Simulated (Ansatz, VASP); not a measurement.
## Two plane-wave programs on Sc3C

File INCAR:

```
PREC = Accurate
ENCUT = 600
EDIFF = 1E-6
ISMEAR = 0
SIGMA = 0.1
LREAL = False
LASPH = True
NELM = 60
ALGO = Normal
ISIF = 3
LWAVE = False
LCHARG = False
GGA = PE
IBRION = 2
NSW = 100
EDIFFG = -0.01
```

The input KPOINTS:

```
Automatic mesh
0
Gamma
  12 12 12
```

The input POSCAR:

```
Sc3C
1.0
    4.0001878070      0.0000000000      0.0000000000
    0.0000000000      4.0001878070      0.0000000000
    0.0000000000      0.0000000000      4.0001878070
Sc C
3 1
Direct
    0.0000000000      0.5000000000      0.5000000000
    0.5000000000      0.0000000000      0.5000000000
    0.5000000000      0.5000000000      0.0000000000
    0.0000000000      0.0000000000      0.0000000000
```

Input for Ansatz:

```yaml
crystal:
  lattice:
    - [4.000187807, 0.0, 0.0]
    - [0.0, 4.000187807, 0.0]
    - [0.0, 0.0, 4.000187807]
  atoms:
    - { symbol: Sc, position: [0.0, 0.5, 0.5] }
    - { symbol: Sc, position: [0.5, 0.0, 0.5] }
    - { symbol: Sc, position: [0.5, 0.5, 0.0] }
    - { symbol: C, position: [0.0, 0.0, 0.0] }
basis:
  ecutwfc: 420
kpoints:
  mp_grid: { grid: [12, 12, 12] }
hamiltonian:
  xc: pbe
scf:
  occupations: { method: gaussian, width: 0.1 }
output:
  forces: true
  stress: true
  eigenvalues: true
  write_density: true
  write_potential: true
  elf: true
  volumetric_format: npy
relax:
  adjacent_minimum: "off"
  f_tol: 0.01
  max_steps: 80
  cell: { stress_tol: 0.05 }
```

Alike in both runs: task relaxation of cell and atoms; functional PBE; k mesh 12 × 12 × 12; occupations gaussian, width 0.1 eV; no spin polarisation.

```csv
,VASP,Ansatz
version,VASP 6.6.1,Ansatz 0.2.0
potentials or method,"VASP PAW PBE potentials, release 64 (Sc_sv, C), cutoff 600 eV","scalar-relativistic, plane waves, PAW"
valence electrons in the cell,37,37
```

VASP gave:

- gap on the k mesh at the Fermi level, each at its own relaxed structure (eV): none
- relaxed volume (Å³/atom): 16.24
- relaxed length of the cell vector where the two differ most in proportion (Å): 4.020

Task: Estimate Ansatz's values.

Result: gap on the k mesh at the Fermi level, each at its own relaxed structure (eV): none; relaxed volume (Å³/atom): 16.17; relaxed length of the cell vector where the two differ most in proportion (Å): 4.014.

A gap of «none» marks a metal or a gap that the smearing closes.

Noted on VASP's run: too few bands were computed for a metal, which touches its energy and stress.
